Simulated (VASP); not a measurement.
A run of VASP 6.6.1 is set up as follows.

INCAR

```
PREC     = Accurate       # precision mode
ENCUT    = 520            # plane-wave cutoff, eV
EDIFF    = 1E-6           # SCF threshold, eV
ISMEAR   = -1             # smearing method
SIGMA    = 0.05           # smearing width, eV
LREAL    = F              # projectors in reciprocal space
LASPH    = T              # aspherical terms in the spheres
NELM     = 100            # most SCF steps
ALGO     = Normal         # electronic algorithm
ISIF     = 2              # what is computed and relaxed
LWAVE    = F              # write WAVECAR
LCHARG   = T              # write CHGCAR
GGA      = CA             # functional
LELF     = T              # ELF
LVHAR    = T            
NBANDS   = 24             # bands
```

File KPOINTS:

```
regular mesh
0
Gamma
  13 13 13
```

Contents of POSCAR:

```
MoPt2
1.0
   -1.3740000000      1.9575000000      4.1190000000
    1.3740000000     -1.9575000000      4.1190000000
    1.3740000000      1.9575000000     -4.1190000000
Mo Pt
1 2
Direct
    0.0000000000      0.0000000000      0.0000000000
    0.6470000000      0.6470000000      0.0000000000
    0.3530000000      0.3530000000      0.0000000000
```

Potentials or basis: VASP PAW LDA potentials, release 64 (Mo_sv, Pt).

Launch:

```sh
$ cat potpaw_LDA.64/Mo_sv/POTCAR potpaw_LDA.64/Pt/POTCAR > POTCAR
$ mpirun -np 1 vasp_std > vasp.out
```

Question: Predict the band gap on the k mesh.

Answer: Zero (band 17 reaches 13.39 eV, above the bottom of band 18 at 11.12 eV).

Question: What does it give for the largest force?

Answer: 4.777 eV/Å.

Question: What does it give for the pressure?

Answer: 6.8 GPa.

Forces in eV/Å, atoms in the order of the input:
```
Mo   0.000  0.000  0.000
Pt   0.000  0.000  4.777
Pt   0.000  0.000 -4.777
```

Caveat: spin-orbit coupling is left out, which moves the levels of the heavy elements; forces of over 1 eV/Å act on the atoms, so gaps and moduli don't describe the material at rest.
